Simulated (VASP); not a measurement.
Write the native input for VASP 6.6.1 that does the following.

```
Task                   : single point
Functional             : LDA
Potentials or basis    : VASP PAW LDA potentials, release 64 (Zr_sv, C)
Cutoff                 : 520 eV
k mesh                 : 16 × 16 × 16
Occupations            : gaussian, width 0.15 eV
Spin                   : no spin polarisation
Dipole correction      : no
Further INCAR settings : ALGO = Normal; EDIFF = 1e-06; NBANDS = 15
```

The structure of ZrC lies in POSCAR:

```
ZrC
1.0
    0.0000000000      2.3749176240      2.2123505848
    2.3749176240      0.0000000000      2.2123505848
    2.3749176240      2.3749176240      0.0000000000
Zr C
1 1
Direct
    0.4983745445      0.5016254555      0.5016254555
    0.0123452608     -0.0123452608     -0.0123452608
```

This cell differs from its parent crystal: mode 4 frozen in at -0.057 Å, strain +e along z and -e/2 along x and y -0.0467.

These files were run (other wordings do the same):

INCAR

```
SYSTEM = ZrC
  ALGO = Normal
  EDIFF = 1E-6
  ENCUT = 520
  GGA = CA
  ISIF = 2
  ISMEAR = 0
  LASPH = .True.
  LCHARG = .False.
  LREAL = .False.
  LWAVE = .False.
  NBANDS = 15
  NELM = 80
  PREC = Accurate
  SIGMA = 0.15
```

KPOINTS

```
k-points
0
Gamma
  16 16 16
  0 0 0
```

Potentials or basis: VASP PAW LDA potentials, release 64 (Zr_sv, C).

Run with:

```sh
$ cat potpaw_LDA.64/Zr_sv/POTCAR potpaw_LDA.64/C/POTCAR > POTCAR
$ mpirun -np 1 vasp_std > vasp.out
```

It gave:

```json
{
  "Pressure": "3.6 GPa",
  "Largest force": "0.341 eV/Å",
  "Band gap on the k mesh": "zero (band 8 reaches 10.58 eV, above the bottom of band 9 at 9.36 eV)"
}
```

Caveat: the cell differs from its parent crystal (mode 4 frozen in at -0.057 Å, strain +e along z and -e/2 along x and y -0.0467).

Run time: 68 s on 1 thread of Intel(R) Xeon(R) 6975P-C (Granite Rapids) (shared host), peak memory 0.32 GiB.
